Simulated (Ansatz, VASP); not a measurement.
# SrO in VASP and in Ansatz

The input INCAR:

```
SYSTEM = SrO
ALGO     = Normal         ! electronic algorithm
EDIFF    = 1E-6           ! SCF threshold, eV
EDIFFG   = -0.02          ! ionic threshold
ENCUT    = 520            ! plane-wave cutoff, eV
GGA      = PE             ! functional
IBRION   = 2              ! ionic algorithm
ISIF     = 2              ! what is computed and relaxed
ISMEAR   = -1             ! smearing method
LASPH    = .TRUE.         ! aspherical terms in the spheres
LCHARG   = .FALSE.        ! write CHGCAR
LREAL    = .FALSE.        ! projectors in reciprocal space
LWAVE    = .FALSE.        ! write WAVECAR
NELM     = 100            ! most SCF steps
NSW      = 80             ! ionic steps
PREC     = Accurate       ! precision mode
SIGMA    = 0.02           ! smearing width, eV
```

KPOINTS

```
k-points
0
G
  6 6 6
  0 0 0
```

The input POSCAR:

```
SrO
1.0
    0.0000000000      2.5663000000      2.5663000000
    2.5663000000      0.0000000000      2.5663000000
    2.5663000000      2.5663000000      0.0000000000
Sr O
1 1
Direct
    0.5000000000      0.5000000000      0.5000000000
    0.0000000000      0.0000000000      0.0000000000
```

Input for Ansatz:

```yaml
crystal:
  lattice:
    - [0.0, 2.5663, 2.5663]
    - [2.5663, 0.0, 2.5663]
    - [2.5663, 2.5663, 0.0]
  atoms:
    - { symbol: Sr, position: [0.5, 0.5, 0.5] }
    - { symbol: O, position: [0.0, 0.0, 0.0] }
kpoints:
  mp_grid: { grid: [6, 6, 6] }
scf:
  occupations: { method: fermi_dirac, width: 0.02 }
hamiltonian:
  xc: pbe
  pseudopotentials: { kind: paw }
output:
  forces: true
  stress: true
  populations: true
  efg:
    quadrupole_moments_barn: { Sr: 0.305, O: -0.02558 }
    contact_densities: true
  write_density: true
  write_potential: true
  elf: true
  volumetric_format: npy
relax:
  f_tol: 0.02
  max_steps: 60
```

Alike in both runs: task relaxation of the atoms; functional PBE; k mesh 6 × 6 × 6; occupations fermi-dirac, width 0.02 eV; no spin polarisation.

```csv
,VASP,Ansatz
version,VASP 6.6.1,Ansatz 0.2.0
potentials or method,"VASP PAW PBE potentials, release 64 (Sr_sv, O)","plane-wave PAW, scalar-relativistic"
plane-wave cutoff (eV),520,420
valence electrons in the cell,16,16
```

|  | VASP | Ansatz | Ansatz less VASP |
| --- | --- | --- | --- |
| gap on the k mesh at the Fermi level, each at its own relaxed structure (eV) | 3.26 | 3.31 | +0.049 |

Ansatz's warnings: stress scf threshold loose.

Noted on VASP's run: the relaxation stopped at its first step, so nothing moved.
